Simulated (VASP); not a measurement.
A run of VASP 6.6.1 is set up as follows.

Contents of INCAR:

```
PREC = Accurate
ENCUT = 520
EDIFF = 1E-8
ISMEAR = -1
SIGMA = 0.05
LREAL = False
LASPH = True
NELM = 80
ALGO = Normal
ISIF = 2
LWAVE = False
LCHARG = False
GGA = PS
LEFG = True
NBANDS = 19
```

The input KPOINTS:

```
regular mesh
0
Gamma
  16 16 7
```

File POSCAR:

```
Cd
1.0
    3.0180726944      0.0000000000      0.0000000000
   -1.5090363471      2.6137276237      0.0000000000
    0.0000000000      0.0000000000      5.6915749249
Cd
2
Direct
    0.3333333333      0.6666666667      0.2500000000
    0.6666666667      0.3333333333      0.7500000000
```

Potentials or basis: VASP PAW PBE potentials, release 64 (Cd).

The run is started by

```console
$ cat potpaw_PBE.64/Cd/POTCAR > POTCAR
$ mpirun -np 1 vasp_std > vasp.out
```

What does it give for the band gap on the k mesh?

Zero (band 12 reaches 3.39 eV, above the bottom of band 13 at -0.38 eV).

Predict the pressure.

-3.1 GPa.

Stress tensor (GPa, compression positive):
```
-3.29  0.00  0.00
 0.00 -3.29  0.00
 0.00  0.00 -2.76
```

Caveat: without QUAD_EFG the Cq values of the log hold for a quadrupole moment of 1 mb, not for the nuclei; the PAW data sets were made with another functional, which shifts forces and pressure a little.
